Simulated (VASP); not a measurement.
# ZnS (P6_3mc) in VASP: further runs

Runs on ZnS. Level: PBE. Tasks: single point.

Program: VASP 6.6.1. These are calculated values, not measurements. Logs are shortened: lines on timing, memory, paths and dates and some standing lists are left out, and cuts for length are marked.

**1. The cell of the first run**

The structure is hexagonal, space group P6_3mc (No. 186). Conventional cell: a = 3.846 Å, b = 3.846 Å, c = 6.304 Å, α = 90.00°, β = 90.00°, γ = 120.00°. Zn (site symmetry 3m) has 4 S at 2.28 to 2.39 Å within 3.0 Å. Within 3.0 Å of S (site symmetry 3m) lie 4 Zn at 2.28 to 2.39 Å.

**2. Single point, PBE**

The input, INCAR:

```
ALGO     = Normal         # electronic algorithm
EDIFF    = 1E-6           # SCF threshold, eV
ENCUT    = 520            # plane-wave cutoff, eV
GGA      = PE             # functional
ISIF     = 2              # what is computed and relaxed
ISMEAR   = 0              # smearing method
LASPH    = T              # aspherical terms in the spheres
LCHARG   = F              # write CHGCAR
LREAL    = F              # projectors in reciprocal space
LWAVE    = F              # write WAVECAR
NBANDS   = 26             # bands
NELM     = 80             # most SCF steps
PREC     = Accurate       # precision mode
SIGMA    = 0.05           # smearing width, eV
```

The input, KPOINTS:

```
k-points
0
Gamma
  9 9 4
```

The input, POSCAR:

```
ZnS
1.0
    3.8455587367      0.0000000000      0.0000000000
   -1.9227793683      3.3303515577      0.0000000000
    0.0000000000      0.0000000000      6.3037246770
Zn S
2 2
Direct
    0.3333333333      0.6666666667      0.0052003725
    0.6666666667      0.3333333333      0.5052003725
    0.3333333333      0.6666666667      0.3665852179
    0.6666666667      0.3333333333      0.8665852179
```

Potentials or basis: VASP PAW PBE potentials, release 64 (Zn, S).

Started as:

```sh
> cat potpaw_PBE.64/Zn/POTCAR potpaw_PBE.64/S/POTCAR > POTCAR
> mpirun -np 1 vasp_std > vasp.out
```

OUTCAR:

```text
EDIFF = 1E-6
   ENCUT = 520
   GGA = PE
   ISIF = 2
   ISMEAR = 0
   LASPH = T
   LREAL = F
   NELM = 80
   PREC = Accurate

 ion  position               nearest neighbor table
   1  0.333  0.667  0.005-   3 2.28   4 2.39   4 2.39   4 2.39
   2  0.667  0.333  0.505-   4 2.28   3 2.39   3 2.39   3 2.39
   3  0.333  0.667  0.367-   1 2.28   2 2.39   2 2.39   2 2.39
   4  0.667  0.333  0.867-   2 2.28   1 2.39   1 2.39   1 2.39

  LATTYP: Found a hexagonal cell.
 ALAT       =     3.8455587367
 C/A-ratio  =     1.6392220503

  Lattice vectors:

 A1 = (   3.8455587367,   0.0000000000,   0.0000000000)
 A2 = (  -1.9227793683,   3.3303515577,   0.0000000000)
 A3 = (   0.0000000000,   0.0000000000,   6.3037246770)

Analysis of symmetry for initial positions (statically):
=====================================================================
 Subroutine PRICEL returns:
 Original cell was already a primitive cell.

 Routine SETGRP: Setting up the symmetry group for a
 hexagonal supercell.

 Subroutine GETGRP returns: Found 12 space group operations
 (whereof  6 operations were pure point group operations)
 out of a pool of 24 trial point group operations.

The static configuration has the point symmetry C_3v.
 The point group associated with its full space group is C_6v.

Analysis of symmetry for dynamics (positions and initial velocities):
=====================================================================
 Subroutine PRICEL returns:
 Original cell was already a primitive cell.

 Routine SETGRP: Setting up the symmetry group for a
 hexagonal supercell.

 Subroutine GETGRP returns: Found 12 space group operations
 (whereof  6 operations were pure point group operations)
 out of a pool of 24 trial point group operations.

The dynamic configuration has the point symmetry C_3v.
 The point group associated with its full space group is C_6v.

 Subroutine INISYM returns: Found 12 space group operations
 (whereof  6 operations are pure point group operations),
 and found     1 'primitive' translations

----------------------------------------------------------------------------------------

                                     Primitive cell

  volume of cell :      80.7322

  direct lattice vectors                    reciprocal lattice vectors
     3.845558737  0.000000000  0.000000000     0.260040236  0.150134300  0.000000000
    -1.922779368  3.330351558  0.000000000     0.000000000  0.300268600  0.000000000
     0.000000000  0.000000000  6.303724677     0.000000000  0.000000000  0.158636370

  length of vectors
     3.845558737  3.845558737  6.303724677     0.300268600  0.300268600  0.158636370

  position of ions in fractional coordinates (direct lattice)
     0.333333333  0.666666667  0.005200372
     0.666666667  0.333333333  0.505200372
     0.333333333  0.666666667  0.366585218
     0.666666667  0.333333333  0.866585218

  ion indices of the primitive-cell ions
   primitive index   ion index
                 1           1
                 2           2
                 3           3
                 4           4

----------------------------------------------------------------------------------------

 KPOINTS: k-points

Automatic generation of k-mesh.
 Grid dimensions read from file:
 generate k-points for:    9    9    4

 Generating k-lattice:

  Cartesian coordinates                     Fractional coordinates (reciprocal lattice)
     0.028893360  0.016681589  0.000000000     0.111111111 -0.000000000  0.000000000
     0.000000000  0.033363178  0.000000000     0.000000000  0.111111111  0.000000000
     0.000000000  0.000000000  0.039659092     0.000000000  0.000000000  0.250000000

  Length of vectors
     0.033363178  0.033363178  0.039659092

  Shift w.r.t. Gamma in fractional coordinates (k-lattice)
     0.000000000  0.000000000  0.000000000

 Subroutine IBZKPT returns following result:
 ===========================================

 Found     36 irreducible k-points:

 Following reciprocal coordinates:
            Coordinates               Weight
  0.000000  0.000000  0.000000      1.000000
  0.111111 -0.000000  0.000000      6.000000
  0.222222 -0.000000  0.000000      6.000000
  0.333333 -0.000000  0.000000      6.000000
  0.444444 -0.000000  0.000000      6.000000
  0.111111  0.111111  0.000000      6.000000
[... 16 lines left out ...]
  0.333333  0.222222  0.250000     24.000000
  0.333333  0.333333  0.250000      4.000000
 [... further k-points ...]
   k-points           NKPTS =     36   k-points in BZ     NKDIM =     36   number of bands    NBANDS=     26
   number of dos      NEDOS =    301   number of ions     NIONS =      4
   total plane-waves  NPLWV =  43200
   dimension x,y,z NGX =    30 NGY =   30 NGZ =   48
   dimension x,y,z NGXF=    60 NGYF=   60 NGZF=   96
   ions per type =               2   2
   NGX,Y,Z   is equivalent  to a cutoff of  12.97, 12.97, 12.66 a.u.
   NGXF,Y,Z  is equivalent  to a cutoff of  25.94, 25.94, 25.32 a.u.
 SYSTEM =  unknown system
   PREC   = accura    normal or accurate (medium, high low for compatibility)
   ISTART =      0    job   : 0-new  1-cont  2-samecut
   ICHARG =      2    charge: 1-file 2-atom 10-const
   ISPIN  =      1    spin polarized calculation?
   LNONCOLLINEAR =      F non collinear calculations
   LSORBIT =      F    spin-orbit coupling
   LASPH  =      T    aspherical Exc in radial PAW
   ENCUT  =  520.0 eV  38.22 Ry    6.18 a.u.   7.15  7.15 11.72*2*pi/ulx,y,z
   NELM   =     80;   NELMIN=  2; NELMDL= -5     # of ELM steps
   EDIFF  = 0.1E-05   stopping-criterion for ELM
   LREAL  =      F    real-space projection
   EDIFFG = 0.1E-04   stopping-criterion for IOM
   NSW    =      0    number of steps for IOM
   IBRION =     -1    ionic relax: 0-MD 1-quasi-New 2-CG
   NFREE  =      0    steps in history (QN), initial steepest desc. (CG)
   ISIF   =      2    stress and relaxation
   ISYM   =      2    0-nonsym 1-usesym 2-fastsym
   POTIM  = 0.5000    time-step for ionic-motion
   TEBEG  =    0.0;   TEEND  =   0.0 temperature during run
   PSTRESS=    0.0 pullay stress
   NELECT =      36.0000    total number of electrons
   NUPDOWN=      -1.0000    fix difference up-down
   EMIN   =  10.00;   EMAX   =-10.00  energy-range for DOS
   EFERMI =   0.00;   METHOD = LEGACY
   ISMEAR =     0;   SIGMA  =   0.05  broadening in eV -4-tet -1-fermi 0-gaus
   EFERMI_NEDOS =   21; number of points for ismear=-14 and -15
   IALGO  =     38    algorithm
   IMIX   =      4    mixing-type and parameters
     AMIX     =   0.40;   BMIX     =  1.00
     AMIX_MAG =   1.60;   BMIX_MAG =  1.00
  volume/ion in A,a.u.               =      20.18       136.20
  Fermi-wavevector in a.u.,A,eV,Ry     =   1.250720  2.363518 21.283599  1.564300
  Thomas-Fermi vector in A             =   2.384701
   LORBIT       =      0    0 simple, 1 ext, 2 COOP (PROOUT), +10 PAW based schemes
   GGA     = PE    functional components
   LHFCALC =     F    Hartree Fock is set to
   AEXX    =    0.0000 exact exchange contribution
   IVDW    =     0    specifies the selected vdW correction
   LEPSILON=     F    determine dielectric tensor
   LRPA    =     F    only Hartree local field effects (RPA)
 non-spin polarized calculation
 Gauss-broadening in eV      SIGMA  =   0.05
  energy-cutoff  :      520.00
  volume of cell :       80.73
 maximum number of plane-waves:      2208
 NGX is ok and might be reduce to    30

 number of electron      36.0000015 magnetization

 Free energy of the ion-electron system (eV)
  ---------------------------------------------------
  ext. energy  EPLUGINS =         0.00000000
  ---------------------------------------------------
  free energy    TOTEN  =       -13.65222299 eV

  energy without entropy =      -13.65222299  energy(sigma->0) =      -13.65222299

 E-fermi :   2.2268     XC(G=0):  -9.5189

 val. band max:        1.9523374285   @ k =   0.0000   0.0000   0.0000
 cond. band min:       3.9880154720   @ k =   0.0000   0.0000   0.0000
 fundamental gap:      2.0356780436
 Fermi energy:         2.2267501772

 k-point     1 :       0.0000    0.0000    0.0000
  band No.  band energies     occupation
      1     -11.0984      2.00000
      2     -10.1786      2.00000
      3      -4.4218      2.00000
      4      -4.3086      2.00000
      5      -4.3086      2.00000
      6      -4.2049      2.00000
[... 18 lines left out ...]
     25       9.7073      0.00000
     26      11.0491      0.00000

 k-point     2 :       0.1111   -0.0000    0.0000
  band No.  band energies     occupation
      1     -11.0200      2.00000
      2     -10.1374      2.00000
      3      -4.4048      2.00000
      4      -4.3137      2.00000
      5      -4.2975      2.00000
      6      -4.1986      2.00000
[... 18 lines left out ...]
     25      10.0567      0.00000
     26      10.5921      0.00000

 k-point     3 :       0.2222   -0.0000    0.0000
  band No.  band energies     occupation
      1     -10.8045      2.00000
      2     -10.0370      2.00000
      3      -4.3636      2.00000
      4      -4.3205      2.00000
      5      -4.2741      2.00000
      6      -4.1718      2.00000
[... 18 lines left out ...]
     25      10.2448      0.00000
     26      10.7779      0.00000

 k-point     4 :       0.3333   -0.0000    0.0000
  band No.  band energies     occupation
      1     -10.5151      2.00000
      2      -9.9402      2.00000
      3      -4.3287      2.00000
      4      -4.3017      2.00000
      5      -4.2569      2.00000
      6      -4.0970      2.00000
[... 18 lines left out ...]
     25      10.5871      0.00000
     26      11.6120      0.00000
[... 496 lines left out ...]
      1     -10.3015      2.00000
      2      -9.9776      2.00000
      3      -4.3139      2.00000
      4      -4.2917      2.00000
      5      -4.1766      2.00000
      6      -4.1640      2.00000
[... 18 lines left out ...]
     25      10.3362      0.00000
     26      11.2189      0.00000

 k-point    23 :       0.3333    0.2222    0.2500
  band No.  band energies     occupation
      1     -10.1117      2.00000
      2      -9.9485      2.00000
      3      -4.3046      2.00000
      4      -4.2636      2.00000
      5      -4.2042      2.00000
      6      -4.0708      2.00000
[... 18 lines left out ...]
     25      11.0765      0.00000
     26      11.6529      0.00000

 k-point    24 :       0.3333    0.3333    0.2500
  band No.  band energies     occupation
      1      -9.9922      2.00000
      2      -9.9922      2.00000
      3      -4.3023      2.00000
      4      -4.2285      2.00000
      5      -4.2285      2.00000
      6      -4.0556      2.00000
[... 18 lines left out ...]
     25      11.9152      0.00000
     26      12.1554      0.00000

 [... further k-points ...]

------------------------ aborting loop because EDIFF is reached ----------------------------------------

  FORCE on cell =-STRESS in cart. coord.  units (eV):
  Direction    XX          YY          ZZ          XY          YZ          ZX
  --------------------------------------------------------------------------------------
  -------------------------------------------------------------------------------------
  Total       -0.4140598     -0.4140598      1.3202644     -0.0000000     -0.0000000      0.0000000
  in kB       -8.2172564     -8.2172564     26.2014134     -0.0000000     -0.0000000      0.0000000
  external PRESSURE =       3.2556335 kB  Pullay stress =       0.0000000 kB

 VOLUME and BASIS-vectors are now :
 -----------------------------------------------------------------------------
  energy-cutoff  :      520.00
  volume of cell :       80.73
      direct lattice vectors                 reciprocal lattice vectors
     3.845558737  0.000000000  0.000000000     0.260040236  0.150134300  0.000000000
    -1.922779368  3.330351558  0.000000000     0.000000000  0.300268600  0.000000000
     0.000000000  0.000000000  6.303724677     0.000000000  0.000000000  0.158636370

 POSITION                                       TOTAL-FORCE (eV/Angst)
 -----------------------------------------------------------------------------------
     -0.00000      2.22023      0.03278        -0.000000      0.000000     -0.530730
      1.92278      1.11012      3.18464        -0.000000     -0.000000     -0.530730
     -0.00000      2.22023      2.31085         0.000000     -0.000000      0.530730
      1.92278      1.11012      5.46271         0.000000      0.000000      0.530730
 -----------------------------------------------------------------------------------
    total drift:                               -0.000000     -0.000001     -0.000042

  FREE ENERGIE OF THE ION-ELECTRON SYSTEM (eV)
  ---------------------------------------------------
  free  energy   TOTEN  =       -13.6522229906 eV

  energy  without entropy=      -13.6522229906  energy(sigma->0) =      -13.65222299
```

Wall time 1.7 min (1 thread of Intel Xeon 8259CL, shared host); peak memory 0.23 GiB.

What came out:

```
Free energy            : -13.6522 eV
Pressure               : 0.3 GPa
Largest force          : 0.531 eV/Å
Band gap on the k mesh : 2.04 eV
```

Forces in eV/Å, atoms in the order of the input:
```
Zn   0.000  0.000 -0.531
Zn   0.000  0.000 -0.531
S    0.000  0.000  0.531
S    0.000  0.000  0.531
```

**3. Single point, PBE**

This run uses another cell than the first one, of the same volume but with other edges.

The input, INCAR:

```
SYSTEM = ZnS
PREC = Accurate
ENCUT = 520
EDIFF = 1E-7
ISMEAR = 0
SIGMA = 0.05
LREAL = .FALSE.
LASPH = .TRUE.
NELM = 60
ALGO = Normal
ISIF = 2
LWAVE = .FALSE.
LCHARG = .TRUE.
GGA = PE
LELF = .TRUE.
LVHAR = .TRUE.
NBANDS = 26
```

The input, KPOINTS:

```
regular mesh
0
G
  9 9 4
  0 0 0
```

The input, POSCAR:

```
ZnS
1.0
    3.6187887550      0.0000000000      0.0000000000
   -1.8093943775      3.1339629928      0.0000000000
    0.0000000000      0.0000000000      7.1185193600
Zn S
2 2
Direct
    0.3333333333      0.6666666667      0.0052003725
    0.6666666667      0.3333333333      0.5052003725
    0.3333333333      0.6666666667      0.3533549446
    0.6666666667      0.3333333333      0.8533549446
```

Potentials or basis: VASP PAW PBE potentials, release 64 (Zn, S).

Started as:

```sh
> cat potpaw_PBE.64/Zn/POTCAR potpaw_PBE.64/S/POTCAR > POTCAR
> mpirun -np 1 vasp_std > vasp.out
```

OUTCAR:

```text
SYSTEM = ZnS
   PREC = Accurate
   ENCUT = 520
   EDIFF = 1E-7
   ISMEAR = 0
   LREAL = .FALSE.
   LASPH = .TRUE.
   NELM = 60
   ISIF = 2
   GGA = PE

 ion  position               nearest neighbor table
   1  0.333  0.667  0.005-   4 2.35   4 2.35   4 2.35   3 2.48
   2  0.667  0.333  0.505-   3 2.35   3 2.35   3 2.35   4 2.48
   3  0.333  0.667  0.353-   2 2.35   2 2.35   2 2.35   1 2.48
   4  0.667  0.333  0.853-   1 2.35   1 2.35   1 2.35   2 2.48

  LATTYP: Found a hexagonal cell.
 ALAT       =     3.6187887550
 C/A-ratio  =     1.9671000000

  Lattice vectors:

 A1 = (   3.6187887550,   0.0000000000,   0.0000000000)
 A2 = (  -1.8093943775,   3.1339629928,   0.0000000000)
 A3 = (   0.0000000000,   0.0000000000,   7.1185193600)

Analysis of symmetry for initial positions (statically):
=====================================================================
 Subroutine PRICEL returns:
 Original cell was already a primitive cell.

 Routine SETGRP: Setting up the symmetry group for a
 hexagonal supercell.
[... 170 lines left out ...]
  free energy    TOTEN  =       -13.12945335 eV

  energy without entropy =      -13.12945335  energy(sigma->0) =      -13.12945335

 E-fermi :   2.6112     XC(G=0):  -9.5626

 val. band max:        2.3507705893   @ k =   0.0000   0.0000   0.0000
 cond. band min:       3.1526018860   @ k =   0.0000   0.0000   0.0000
 fundamental gap:      0.8018312967
 Fermi energy:         2.6111643760

 k-point     1 :       0.0000    0.0000    0.0000
  band No.  band energies     occupation
      1     -11.0087      2.00000
      2     -10.4011      2.00000
      3      -4.3956      2.00000
      4      -4.2839      2.00000
      5      -4.2839      2.00000
      6      -4.2253      2.00000
[... 685 lines left out ...]
     25      11.7572      0.00000
     26      11.7575      0.00000

 [... further k-points ...]

------------------------ aborting loop because EDIFF is reached ----------------------------------------

  FORCE on cell =-STRESS in cart. coord.  units (eV):
  Direction    XX          YY          ZZ          XY          YZ          ZX
  --------------------------------------------------------------------------------------
  -------------------------------------------------------------------------------------
  Total        2.9331407      2.9331407     -6.1925439      0.0000000     -0.0000000      0.0000000
  in kB       58.2098814     58.2098814   -122.8946310      0.0000000     -0.0000000      0.0000000
  external PRESSURE =      -2.1582894 kB  Pullay stress =       0.0000000 kB

 VOLUME and BASIS-vectors are now :
 -----------------------------------------------------------------------------
  energy-cutoff  :      520.00
  volume of cell :       80.73
      direct lattice vectors                 reciprocal lattice vectors
     3.618788755  0.000000000  0.000000000     0.276335555  0.159542407  0.000000000
    -1.809394378  3.133962993  0.000000000     0.000000000  0.319084814  0.000000000
     0.000000000  0.000000000  7.118519360     0.000000000  0.000000000  0.140478651

 POSITION                                       TOTAL-FORCE (eV/Angst)
 -----------------------------------------------------------------------------------
     -0.00000      2.08931      0.03702         0.000000     -0.000000     -0.169605
      1.80939      1.04465      3.59628        -0.000000      0.000000     -0.169605
     -0.00000      2.08931      2.51536        -0.000000      0.000000      0.169605
      1.80939      1.04465      6.07462        -0.000000      0.000000      0.169605
 -----------------------------------------------------------------------------------
    total drift:                               -0.000001     -0.000001      0.000211

  FREE ENERGIE OF THE ION-ELECTRON SYSTEM (eV)
  ---------------------------------------------------
  free  energy   TOTEN  =       -13.1294533480 eV

  energy  without entropy=      -13.1294533480  energy(sigma->0) =      -13.12945335
```

stdout:

```text
POSCAR found type information on POSCAR ZnS
 POSCAR found :  2 types and       4 ions
 scaLAPACK will be used
 LDA part: xc-table for (Slater+PW92), standard interpolation
 POSCAR, INCAR and KPOINTS ok, starting setup
 FFT: planning ... GRIDC
 FFT: planning ... GRID_SOFT
 FFT: planning ... GRID
 WAVECAR not read
 entering main loop
```

It took 1.8 min on 1 thread of Intel Xeon 8259CL, shared host; peak memory 0.23 GiB.

What came out:

```
Free energy            : -13.1295 eV
Pressure               : -0.2 GPa
Largest force          : 0.170 eV/Å
Band gap on the k mesh : 0.80 eV
```

Forces in eV/Å, atoms in the order of the input:
```
Zn   0.000  0.000 -0.170
Zn   0.000  0.000 -0.170
S    0.000  0.000  0.170
S    0.000  0.000  0.170
```
